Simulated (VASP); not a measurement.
Here is a VASP 6.6.1 calculation.

INCAR

```
  PREC = Accurate
  ENCUT = 520
  EDIFF = 1E-6
  ISMEAR = 0
  SIGMA = 0.15
  LREAL = F
  LASPH = T
  NELM = 100
  ALGO = Normal
  ISIF = 2
  LWAVE = F
  LCHARG = F
  GGA = PS
  NBANDS = 15
```

Contents of KPOINTS:

```
Automatic mesh
0
Gamma
  18 18 18
```

The input POSCAR:

```
TiC
1.0
    0.0000000000      2.2289200000      2.1315400000
    2.2289200000      0.0000000000      2.1315400000
    2.2289200000      2.2289200000      0.0000000000
Ti C
1 1
Direct
    0.0000000000      0.0000000000      0.0000000000
    0.5000000000      0.5000000000      0.5000000000
```

Potentials or basis: VASP PAW PBE potentials, release 64 (Ti_sv, C).

The run is started by

```console
$ cat potpaw_PBE.64/Ti_sv/POTCAR potpaw_PBE.64/C/POTCAR > POTCAR
$ mpirun -np 1 vasp_std > vasp.out
```

Predict the band gap on the k mesh.

zero (band 8 reaches 9.68 eV, above the bottom of band 9 at 8.13 eV).

What does it give for the pressure?

-14.7 GPa.

Stress tensor (GPa, compression positive):
```
-19.83   0.00   0.00
  0.00 -19.83   0.00
  0.00   0.00  -4.54
```

Caveat: the cell differs from its parent crystal (strain +0.030 along x and y, -0.015 along z); the PAW data sets were made with another functional, which shifts forces and pressure a little.
